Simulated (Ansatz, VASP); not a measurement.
Sn: VASP beside Ansatz

File INCAR:

```
PREC = Accurate
ENCUT = 520
EDIFF = 1E-6
ISMEAR = 0
SIGMA = 0.15
LREAL = False
LASPH = True
NELM = 60
ALGO = Fast
ISIF = 2
LWAVE = False
LCHARG = True
GGA = PS
IVDW = 12
LELF = True
LVHAR = True
NBANDS = 13
```

KPOINTS

```
Automatic mesh
0
Gamma
  18 18 18
```

Contents of POSCAR:

```
Sn
1.0
   -1.9704378920      1.9704378920      1.7430796737
    1.9704378920     -1.9704378920      1.7430796737
    1.9704378920      1.9704378920     -1.7430796737
Sn
1
Direct
    0.0000000000      0.0000000000      0.0000000000
```

Input for Ansatz:

```yaml
crystal:
  lattice:
    - [-1.970437892, 1.970437892, 1.7430796737]
    - [1.970437892, -1.970437892, 1.7430796737]
    - [1.970437892, 1.970437892, -1.7430796737]
  atoms:
    - { symbol: Sn, position: [0.0, 0.0, 0.0] }
basis:
  ecutwfc: 420
kpoints:
  mp_grid: { grid: [18, 18, 18] }
hamiltonian:
  xc: pbesol
  dispersion: d3bj
scf:
  occupations: { method: gaussian, width: 0.15 }
output:
  forces: true
  stress: true
  eigenvalues: true
```

Change from the starting cell: strain +0.040 along x and y, -0.080 along z, atoms carried along.

Alike in both runs: task single point; functional PBEsol; dispersion D3(BJ); k mesh 18 × 18 × 18; occupations gaussian, width 0.15 eV; no spin polarisation.

```csv
,VASP,Ansatz
version,VASP 6.6.1,Ansatz 0.2.0
potentials or method,"VASP PAW PBE potentials, release 64 (Sn_d), cutoff 520 eV","scalar-relativistic, plane waves, PAW"
valence electrons in the cell,14,14
```

|  | VASP | Ansatz | Ansatz less VASP |
| --- | --- | --- | --- |
| gap on the k mesh at the Fermi level (eV) | none | none | - |
| pressure (GPa) | -4.0 | -4.0 | +0.02 |
| traceless stress, the component that is largest in VASP (GPa) | -0.22 | -0.21 | +0.004 |

VASP's potentials were made for PBE, not for PBEsol. A gap of «none» marks a metal or a gap that the smearing closes.
